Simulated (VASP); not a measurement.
A run of VASP 6.6.1:

INCAR

```
SYSTEM = Ti
PREC     = Accurate       ! precision mode
ENCUT    = 520            ! plane-wave cutoff, eV
EDIFF    = 1E-7           ! SCF threshold, eV
ISMEAR   = 0              ! smearing method
SIGMA    = 0.15           ! smearing width, eV
LREAL    = .False.        ! projectors in reciprocal space
LASPH    = .True.         ! aspherical terms in the spheres
NELM     = 100            ! most SCF steps
ALGO     = Fast           ! electronic algorithm
ISIF     = 2              ! what is computed and relaxed
LWAVE    = .False.        ! write WAVECAR
LCHARG   = .False.        ! write CHGCAR
NBANDS   = 12             ! bands
```

The input KPOINTS:

```
regular mesh
0
Gamma
  22 22 22
  0 0 0
```

Contents of POSCAR:

```
Ti
1.0
    0.0000000000      1.9251469109      2.2466464450
    1.9251469109      0.0000000000      2.2466464450
    1.9251469109      1.9251469109      0.0000000000
Ti
1
Direct
    0.0000000000      0.0000000000      0.0000000000
```

Potentials or basis: VASP PAW LDA potentials, release 64 (Ti_sv).

The run is started by

```bash
$ cat potpaw_LDA.64/Ti_sv/POTCAR > POTCAR
$ mpirun -np 1 vasp_std > vasp.out
```

Hardware: 1 thread of Intel(R) Xeon(R) Platinum 8559C (Emerald Rapids), on a shared host.

Problem. Estimate the wall time of this run.

Solution. It took 2.3 min on 1 thread of Intel(R) Xeon(R) Platinum 8559C (Emerald Rapids), on a shared host, peak memory 0.26 GiB. Counts: scf iterations 25, k points 834.
